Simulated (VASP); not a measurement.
# C (C2/m) in VASP: further runs

Runs on C. Level: PBEsol+D3(BJ). Tasks: single point.

Everything below comes from runs of VASP 6.6.1. Logs are shortened: lines on timing, memory, paths and dates and some standing lists are left out, and cuts for length are marked.

## (1) The cell of the first run

Symmetry: C2/m, No. 12, monoclinic system. The conventional cell has a = 4.258 Å, b = 2.458 Å, c = 3.577 Å, α = 90.00°, β = 113.38°, γ = 90.00°. Within 1.9 Å of C (site symmetry m) lie 3 C at 1.40 to 1.46 Å.

## (2) Single point, PBEsol+D3(BJ) (atoms displaced along a vibrational mode)

File INCAR:

```
SYSTEM = C
  PREC = Accurate
  ENCUT = 520
  EDIFF = 1E-6
  ISMEAR = 0
  SIGMA = 0.05
  LREAL = .FALSE.
  LASPH = .TRUE.
  NELM = 60
  ALGO = Normal
  ISIF = 2
  LWAVE = .FALSE.
  LCHARG = .FALSE.
  GGA = PS
  IVDW = 12
  NBANDS = 11
```

File KPOINTS:

```
Automatic mesh
0
G
  15 15 15
  0 0 0
```

File POSCAR:

```
C
1.0
    1.2290461105      0.7095901028      3.2829684898
   -1.2290461105      0.7095901028      3.2829684898
    0.0000000000     -1.4191802055      3.2829684898
C
2
Direct
    0.1680625321      0.1680625321      0.1539698891
    0.8319374679      0.8319374679      0.8460301109
```

Potentials or basis: VASP PAW PBE potentials, release 64 (C).

Launch:

```console
> cat potpaw_PBE.64/C/POTCAR > POTCAR
> mpirun -np 1 vasp_std > vasp.out
```

OUTCAR:

```text
SYSTEM = C
   PREC = Accurate
   ENCUT = 520
   EDIFF = 1E-6
   ISMEAR = 0
   LREAL = .FALSE.
   LASPH = .TRUE.
   NELM = 60
   ISIF = 2
   GGA = PS
   IVDW = 12
 IVDW          = 12

 ion  position               nearest neighbor table
   1  0.168  0.168  0.154-   2 1.40   2 1.40   2 1.46
   2  0.832  0.832  0.846-   1 1.40   1 1.40   1 1.46

  LATTYP: Found a trigonal (rhomboedric) cell.
 ALAT       =     3.5765842029
 COS(alpha) =     0.7638274378

  Lattice vectors:

 A1 = (   1.2290461105,   0.7095901028,   3.2829684898)
 A2 = (  -1.2290461105,   0.7095901028,   3.2829684898)
 A3 = (   0.0000000000,  -1.4191802055,   3.2829684898)

Analysis of symmetry for initial positions (statically):
=====================================================================
 Subroutine PRICEL returns:
 Original cell was already a primitive cell.

 Routine SETGRP: Setting up the symmetry group for a
 trigonal (rhombohedral) supercell.

 Subroutine GETGRP returns: Found  4 space group operations
 (whereof  4 operations were pure point group operations)
 out of a pool of 12 trial point group operations.

The static configuration has the point symmetry C_2h.

Analysis of symmetry for dynamics (positions and initial velocities):
=====================================================================
 Subroutine PRICEL returns:
 Original cell was already a primitive cell.

 Routine SETGRP: Setting up the symmetry group for a
 trigonal (rhombohedral) supercell.

 Subroutine GETGRP returns: Found  4 space group operations
 (whereof  4 operations were pure point group operations)
 out of a pool of 12 trial point group operations.

The dynamic configuration has the point symmetry C_2h.

 Subroutine INISYM returns: Found  4 space group operations
 (whereof  4 operations are pure point group operations),
 and found     1 'primitive' translations

----------------------------------------------------------------------------------------

                                     Primitive cell

  volume of cell :      17.1788

  direct lattice vectors                    reciprocal lattice vectors
     1.229046110  0.709590103  3.282968490     0.406819562  0.234877383  0.101534125
    -1.229046110  0.709590103  3.282968490    -0.406819562  0.234877383  0.101534125
     0.000000000 -1.419180206  3.282968490     0.000000000 -0.469754767  0.101534125

  length of vectors
     3.576584203  3.576584203  3.576584203     0.480602455  0.480602455  0.480602455
[... 88 lines left out ...]
   ISYM   =      2    0-nonsym 1-usesym 2-fastsym
   POTIM  = 0.5000    time-step for ionic-motion
   TEBEG  =    0.0;   TEEND  =   0.0 temperature during run
   PSTRESS=    0.0 pullay stress
   NELECT =       8.0000    total number of electrons
   NUPDOWN=      -1.0000    fix difference up-down
   EMIN   =  10.00;   EMAX   =-10.00  energy-range for DOS
   EFERMI =   0.00;   METHOD = LEGACY
   ISMEAR =     0;   SIGMA  =   0.05  broadening in eV -4-tet -1-fermi 0-gaus
   EFERMI_NEDOS =   21; number of points for ismear=-14 and -15
   IALGO  =     38    algorithm
   IMIX   =      4    mixing-type and parameters
     AMIX     =   0.40;   BMIX     =  1.00
     AMIX_MAG =   1.60;   BMIX_MAG =  1.00
  volume/ion in A,a.u.               =       8.59        57.96
  Fermi-wavevector in a.u.,A,eV,Ry     =   1.268938  2.397944 21.908137  1.610203
  Thomas-Fermi vector in A             =   2.402006
   LORBIT       =      0    0 simple, 1 ext, 2 COOP (PROOUT), +10 PAW based schemes
   GGA     = PS    functional components
   LHFCALC =     F    Hartree Fock is set to
   AEXX    =    0.0000 exact exchange contribution
   IVDW    =    12    specifies the selected vdW correction
   LEPSILON=     F    determine dielectric tensor
   LRPA    =     F    only Hartree local field effects (RPA)
 non-spin polarized calculation
 Gauss-broadening in eV      SIGMA  =   0.05
  energy-cutoff  :      520.00
  volume of cell :       17.18
 maximum number of plane-waves:       476
   NGX = 13   NGY = 13   NGZ = 13

 number of electron       8.0000000 magnetization

 Free energy of the ion-electron system (eV)
  ---------------------------------------------------
  ext. energy  EPLUGINS =         0.00000000
  ---------------------------------------------------
  free energy    TOTEN  =       -19.20544195 eV

  energy without entropy =      -19.20544195  energy(sigma->0) =      -19.20544195

 E-fermi :   4.8411     XC(G=0): -10.7207

 val. band max:        4.5908961265   @ k =   0.2000  -0.1333  -0.4667
 cond. band min:       5.0326734517   @ k =   0.2000  -0.1333  -0.4667
 fundamental gap:      0.4417773253
 Fermi energy:         4.8411401603

 k-point     1 :       0.0000    0.0000    0.0000
  band No.  band energies     occupation
      1     -14.8605      2.00000
      2      -1.6312      2.00000
      3       1.3293      2.00000
      4       2.5464      2.00000
      5       8.9361      0.00000
      6      12.4550      0.00000
      7      14.0361      0.00000
      8      16.3857      0.00000
      9      17.8166      0.00000
     10      27.3866      0.00000
     11      31.0808      0.00000
[... 309 lines left out ...]
 k-point    24 :       0.2667    0.0667   -0.0000
  band No.  band energies     occupation
      1     -13.4451      2.00000
      2      -2.2406      2.00000
      3      -0.3892      2.00000
      4      -0.0702      2.00000
      5      10.8866      0.00000
      6      12.7480      0.00000
      7      13.5494      0.00000
      8      17.3324      0.00000
      9      20.3678      0.00000
     10      24.1174      0.00000
     11      28.1816      0.00000

 [... further k-points ...]

------------------------ aborting loop because EDIFF is reached ----------------------------------------

 Edisp (eV)   -0.22526

 E8    (eV) :    -0.1095

  FORCE on cell =-STRESS in cart. coord.  units (eV):
  Direction    XX          YY          ZZ          XY          YZ          ZX
  --------------------------------------------------------------------------------------
  -------------------------------------------------------------------------------------
  Total       0.73386    -0.26125    -0.09613     0.00000     0.13438     0.00000
  in kB      68.44342   -24.36505    -8.96512     0.00000    12.53295     0.00000
  external pressure =       11.70 kB  Pullay stress =        0.00 kB

 VOLUME and BASIS-vectors are now :
 -----------------------------------------------------------------------------
  energy-cutoff  :      520.00
  volume of cell :       17.18
      direct lattice vectors                 reciprocal lattice vectors
     1.229046110  0.709590103  3.282968490     0.406819562  0.234877383  0.101534125
    -1.229046110  0.709590103  3.282968490    -0.406819562  0.234877383  0.101534125
     0.000000000 -1.419180206  3.282968490     0.000000000 -0.469754767  0.101534125

 POSITION                                       TOTAL-FORCE (eV/Angst)
 -----------------------------------------------------------------------------------
      0.00000      0.02000      1.60897         0.000000     -2.094600      1.033926
      0.00000     -0.02000      8.23994         0.000000      2.094600     -1.033926
 -----------------------------------------------------------------------------------
    total drift:                                0.000000     -0.000000     -0.000000

  FREE ENERGIE OF THE ION-ELECTRON SYSTEM (eV)
  ---------------------------------------------------
  free  energy   TOTEN  =       -19.4307050749 eV

  energy  without entropy=      -19.4307050749  energy(sigma->0) =      -19.43070507
```

OSZICAR:

```text
N       E                     dE             d eps       ncg     rms          rms(c)
DAV:   1     0.504306212889E+01    0.50431E+01   -0.45612E+03 20547   0.665E+02
DAV:   2    -0.198070063535E+02   -0.24850E+02   -0.23401E+02 26001   0.131E+02
DAV:   3    -0.203869011337E+02   -0.57989E+00   -0.57878E+00 25095   0.167E+01
DAV:   4    -0.203888574249E+02   -0.19563E-02   -0.19562E-02 23157   0.119E+00
DAV:   5    -0.203888641292E+02   -0.67043E-05   -0.67044E-05 25291   0.644E-02    0.642E+00
DAV:   6    -0.194872994372E+02    0.90156E+00   -0.77534E-01 23341   0.509E+00    0.370E+00
DAV:   7    -0.192039091918E+02    0.28339E+00   -0.83983E-01 24023   0.535E+00    0.975E-01
DAV:   8    -0.192056218766E+02   -0.17127E-02   -0.18816E-02 22477   0.888E-01    0.121E-01
DAV:   9    -0.192054018225E+02    0.22005E-03   -0.56992E-04 24032   0.149E-01    0.528E-02
DAV:  10    -0.192054419618E+02   -0.40139E-04   -0.77854E-05 23191   0.614E-02    0.237E-02
DAV:  11    -0.192054419491E+02    0.12751E-07   -0.42768E-06 24187   0.123E-02
   1 F= -.19430705E+02 E0= -.19430705E+02  d E =-.141705E-10
```

stdout:

```text
POSCAR found type information on POSCAR C
 POSCAR found :  1 types and       2 ions
 scaLAPACK will be used
 -----------------------------------------------------------------------------
|                                                                             |
|                                                                             |
|     You enforced a specific xc type in the INCAR file but a different       |
|     I HOPE YOU KNOW WHAT YOU ARE DOING!                                     |
|                                                                             |
 -----------------------------------------------------------------------------

 LDA part: xc-table for (Slater+PW92), standard interpolation
 POSCAR, INCAR and KPOINTS ok, starting setup
 FFT: planning ... GRIDC
 FFT: planning ... GRID_SOFT
 FFT: planning ... GRID
 WAVECAR not read
 entering main loop
```

Wall time 6.1 min (1 thread of Intel Xeon Platinum 8175M at 2.50GHz (Skylake/Cascade Lake), shared host); peak memory 0.27 GiB.

Results:

| Property | Result |
| --- | --- |
| Free energy | -19.4307 eV |
| Pressure | 1.2 GPa |
| Largest force | 2.336 eV/Å |
| Dispersion energy per atom | -0.113 eV |

Forces on the atoms (eV/Å):
```
C    0.000 -2.095  1.034
C    0.000  2.095 -1.034
```

Caveat: the cell differs from its parent crystal (atoms displaced along a vibrational mode); the PAW data sets were made with another functional, which shifts forces and pressure a little.

## (3) Single point, PBEsol+D3(BJ) (atoms displaced along a vibrational mode)

File INCAR:

```
SYSTEM = C
  ALGO = Normal
  EDIFF = 1E-6
  ENCUT = 520
  GGA = PS
  ISIF = 2
  ISMEAR = 0
  IVDW = 12
  LASPH = .TRUE.
  LCHARG = .FALSE.
  LREAL = .FALSE.
  LWAVE = .FALSE.
  NBANDS = 11
  NELM = 60
  PREC = Accurate
  SIGMA = 0.05
```

File KPOINTS:

```
k-points
0
G
  15 15 15
  0 0 0
```

File POSCAR:

```
C
1.0
    1.2290461105      0.7095901028      3.2829684898
   -1.2290461105      0.7095901028      3.2829684898
    0.0000000000     -1.4191802055      3.2829684898
C
2
Direct
    0.1651047003      0.1651047003      0.1791973433
    0.8348952997      0.8348952997      0.8208026567
```

Potentials or basis: VASP PAW PBE potentials, release 64 (C).

Launch:

```console
> cat potpaw_PBE.64/C/POTCAR > POTCAR
> mpirun -np 1 vasp_std > vasp.out
```

Run time: 5.6 min. Hardware: 1 thread of Intel Xeon Platinum 8175M at 2.50GHz (Skylake/Cascade Lake), shared host; peak memory 0.27 GiB.

Results (log left out):

| Item | Value |
| --- | --- |
| Free energy | -19.4280 eV |
| Pressure | 1.3 GPa |
| Largest force | 2.523 eV/Å |
| Dispersion energy per atom | -0.113 eV |

Forces on the atoms (eV/Å):
```
C    0.000  2.302 -1.033
C    0.000 -2.302  1.033
```

Stress tensor (GPa, compression positive):
```
-2.73  0.00  0.00
 0.00  7.15  1.36
 0.00  1.36 -0.50
```

Caveat: the cell differs from its parent crystal (atoms displaced along a vibrational mode); the PAW data sets were made with another functional, which shifts forces and pressure a little.
